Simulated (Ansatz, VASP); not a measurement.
**Al in VASP and in Ansatz**

The input INCAR:

```
SYSTEM = Al
ALGO = Fast
EDIFF = 1E-6
ENCUT = 520
GGA = PS
ISIF = 2
ISMEAR = 0
LASPH = .True.
LCHARG = .False.
LREAL = .False.
LWAVE = .False.
NBANDS = 8
NELM = 60
PREC = Accurate
SIGMA = 0.15
```

KPOINTS

```
k-points
0
Gamma
  20 20 20
  0 0 0
```

The input POSCAR:

```
Al
1.0
   -1.5514382228      1.5514382228      1.6309991572
    1.5514382228     -1.5514382228      1.6309991572
    1.5514382228      1.5514382228     -1.6309991572
Al
1
Direct
    0.0000000000      0.0000000000      0.0000000000
```

Input for Ansatz:

```yaml
crystal:
  lattice:
    - [-1.5514382228, 1.5514382228, 1.6309991572]
    - [1.5514382228, -1.5514382228, 1.6309991572]
    - [1.5514382228, 1.5514382228, -1.6309991572]
  atoms:
    - { symbol: Al, position: [0.0, 0.0, 0.0] }
basis:
  ecutwfc: 420
kpoints:
  mp_grid: { grid: [20, 20, 20] }
hamiltonian:
  xc: pbesol
scf:
  occupations: { method: gaussian, width: 0.15 }
output:
  forces: true
  stress: true
  eigenvalues: true
```

Change from the starting cell: strain -0.025 along x and y, +0.025 along z, atoms carried along.

Alike in both runs: task single point; functional PBEsol; k mesh 20 × 20 × 20; occupations gaussian, width 0.15 eV; no spin polarisation.

```csv
,VASP,Ansatz
version,VASP 6.6.1,Ansatz 0.2.0
potentials or method,"VASP PAW PBE potentials, release 64 (Al), cutoff 520 eV","scalar-relativistic, plane waves, PAW"
valence electrons in the cell,3,3
```

VASP gave:

```
gap on the k mesh at the Fermi level (eV)                     : none
pressure (GPa)                                                : 4.5
traceless stress, the component that is largest in VASP (GPa) : 1.71
```

Problem. What did Ansatz give for the same quantities?

Solution. gap on the k mesh at the Fermi level (eV): none; pressure (GPa): 4.4; traceless stress, the component that is largest in VASP (GPa): 1.71.

VASP's potentials were made for PBE, not for PBEsol. A gap of «none» marks a metal or a gap that the smearing closes.
